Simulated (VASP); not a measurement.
Ge5CN8: single point with PBE

Crystal: Ge5CN8.

```xyz
14
Lattice="7.9625 0.0000 0.0774 0.0000 3.0573 0.0000 -3.9142 0.0000 6.6118" Properties=species:S:1:pos:R:3 pbc="T T T"
Ge    1.3692    1.5286    5.5766
Ge    5.6506    0.0000    1.7004
Ge    3.8974    0.0000    4.2029
Ge    0.2440    1.5286    2.6598
Ge    2.6220    0.0000    1.0041
C    -1.4213    1.5286    5.0923
N    -0.1540    1.5286    4.4923
N     3.9433    0.0000    2.3304
N     3.0064    1.5286    4.7467
N     1.1795    0.0000    6.5410
N    -2.2035    0.0000    4.5090
N     6.6300    1.5286    1.8395
N     1.1689    0.0000    2.2181
N     2.4056    1.5286   -0.0888
```

```yaml
Program: VASP 6.6.1
Task: single point
Functional: PBE
Potentials_or_basis: VASP PAW PBE potentials, release 64 (Ge_d, C, N)
Cutoff: 520 eV
k_mesh: 4 × 8 × 4
Occupations: fermi-dirac, width 0.02 eV
Spin: no spin polarisation
Dipole_correction: no
Further_INCAR_settings: ALGO = Normal; EDIFF = 1e-07; NBANDS = 70
```

| Item | Value |
| --- | --- |
| Pressure | -0.4 GPa |
| Largest force | 0.087 eV/Å |
| Band gap on the k mesh | 1.13 eV (least direct gap 1.21 eV) |

Forces on the atoms (eV/Å):
```
Ge   0.003  0.000  0.015
Ge  -0.002  0.000 -0.013
Ge  -0.017  0.000 -0.006
Ge  -0.008  0.000 -0.016
Ge  -0.006  0.000  0.008
C   -0.046  0.000 -0.025
N    0.079  0.000 -0.038
N    0.022  0.000 -0.007
N   -0.003  0.000  0.000
N    0.021  0.000 -0.020
N   -0.020  0.000  0.002
N   -0.006  0.000  0.026
N   -0.024  0.000  0.004
N    0.006  0.000  0.070
```

Stress tensor (GPa, compression positive):
```
-0.42  0.00 -0.02
 0.00 -0.53  0.00
-0.02  0.00 -0.36
```

Levels at points of the mesh, in eV from the valence-band top:
| k point | band 54 | band 55 | band 56 | band 57 | band 58 | band 59 | band 60 | band 61 |
| --- | --- | --- | --- | --- | --- | --- | --- | --- |
| (0.00, 0.00, 0.00) | -0.74 | -0.29 | -0.22 | -0.08 | 1.13 | 2.42 | 3.41 | 3.62 |
| (0.50, 0.00, 0.00) | -0.80 | -0.49 | -0.20 | -0.10 | 1.72 | 3.17 | 3.39 | 3.75 |
| (0.00, 0.50, 0.00) | -1.27 | -1.27 | -1.20 | -0.84 | 3.43 | 3.67 | 4.36 | 4.39 |
| (0.50, 0.50, 0.00) | -1.26 | -1.24 | -1.10 | -0.56 | 2.83 | 3.35 | 4.53 | 4.85 |
| (0.00, 0.00, 0.50) | -1.17 | -0.36 | -0.26 | -0.07 | 1.48 | 3.17 | 3.72 | 3.87 |
| (0.50, 0.00, 0.50) | -1.10 | -0.23 | -0.22 | -0.11 | 1.52 | 3.07 | 3.68 | 3.80 |
| (0.00, 0.50, 0.50) | -1.44 | -1.21 | -0.92 | -0.60 | 3.07 | 3.63 | 4.71 | 4.72 |
| (0.50, 0.50, 0.50) | -1.19 | -1.03 | -0.99 | -0.76 | 3.22 | 4.06 | 4.29 | 4.66 |

Wall time 9.8 min on 1 thread of Intel(R) Xeon(R) Platinum 8488C (Sapphire Rapids) (shared host), peak memory 0.54 GiB.

A k mesh can miss the band edges.
